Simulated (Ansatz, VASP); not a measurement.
WS2 in VASP and in Ansatz

```
W S
1.0
     3.18798    0.00000    0.00000
    -1.59399    2.76087    0.00000
     0.00000    0.00000   37.80555
W S
4 8
Direct
  0.66667 0.33333 0.40220
  0.66667 0.33333 0.79416
  0.33333 0.66667 0.20584
  0.33333 0.66667 0.59780
  0.66667 0.33333 0.16429
  0.66667 0.33333 0.55625
  0.33333 0.66667 0.36065
  0.33333 0.66667 0.75260
  0.66667 0.33333 0.24740
  0.66667 0.33333 0.63935
  0.33333 0.66667 0.44375
  0.33333 0.66667 0.83571
```

Alike in both runs: functional PBE; k mesh 12 × 12 × 1; occupations gaussian, width 0.02 eV; no spin polarisation.

Ansatz relaxed the structure, and its values are those at the end. VASP's run is a single point on that final structure, the one shown.

```csv
,VASP,Ansatz
version,VASP 6.6.1,Ansatz 0.2.0
potentials or method,"VASP PAW PBE potentials, release 64 (W_sv, S), cutoff 520 eV","scalar-relativistic, plane waves, PAW"
valence electrons in the cell,104,104
```

```tsv
	VASP	Ansatz	Ansatz less VASP
gap on the k mesh at the Fermi level (eV)	1.67	1.66	-0.014
least direct gap on the mesh (eV)	1.80	1.80	-0.003
```

With one functional, cell and mesh, what is left measures potentials, basis and numerics. Ansatz's warnings: xc potential rough in thin density.

Spin-orbit coupling is off throughout.
